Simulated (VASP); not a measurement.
**Ir2Pt: single point with PBE**

Crystal: Ir2Pt.

```
Ir Pt
1.0
     3.65017    0.00000    0.00000
    -1.82508    3.16114    0.00000
     0.00000    0.00000    4.03753
Ir Pt
2 1
Direct
  0.33333 0.66667 0.50000
  0.66667 0.33333 0.50000
  0.00000 0.00000 0.00000
```

The cell was built from a structure type or drawn by symmetry, and may not be a known phase.

```
Program                : VASP 6.6.1
Task                   : single point
Functional             : PBE
Potentials or basis    : VASP PAW PBE potentials, release 64 (Ir, Pt)
Cutoff                 : 500 eV
k mesh                 : 6 × 6 × 4
Occupations            : gaussian, width 0.1 eV
Spin                   : no spin polarisation
Dipole correction      : no
Further INCAR settings : ALGO = Normal; EDIFF = 1e-06; NBANDS = 21
```

```yaml
Pressure: 79.5 GPa
Band_gap_on_the_k_mesh: zero (bands 14 and 15 overlap by 1.72 eV)
```

Stress tensor (GPa, compression positive):
```
120.51   0.00   0.00
  0.00 120.51   0.00
  0.00   0.00  -2.63
```

Levels at points of the mesh, in eV from the Fermi level:
| k point | band 10 | band 11 | band 12 | band 13 | band 14 | band 15 | band 16 | band 17 | band 18 | band 19 |
| --- | --- | --- | --- | --- | --- | --- | --- | --- | --- | --- |
| (0.00, 0.00, 0.00) | -3.59 | -2.50 | -2.50 | -2.01 | -0.68 | 1.35 | 1.35 | 1.47 | 7.52 | 11.81 |
| (0.50, 0.00, 0.00) | -1.73 | -0.93 | -0.77 | -0.16 | 0.26 | 0.83 | 1.33 | 3.70 | 3.88 | 8.08 |
| (0.00, 0.00, 0.50) | -2.31 | -1.27 | -1.27 | -0.96 | -0.96 | -0.74 | -0.74 | 0.07 | 9.68 | 10.43 |
| (0.50, 0.00, 0.50) | -2.26 | -1.92 | -1.49 | -1.42 | 0.98 | 1.01 | 1.41 | 2.09 | 2.98 | 5.22 |

It took 24 s on 1 thread of AMD EPYC 7R43 64-Core Processor (Zen 3), with other jobs on the host, peak memory 0.13 GiB.

Caveat: the k points lie up to 0.39 Å⁻¹ apart, too coarse for converged energies and pressures of a metal; spin-orbit coupling is left out, which moves the levels of the heavy elements.
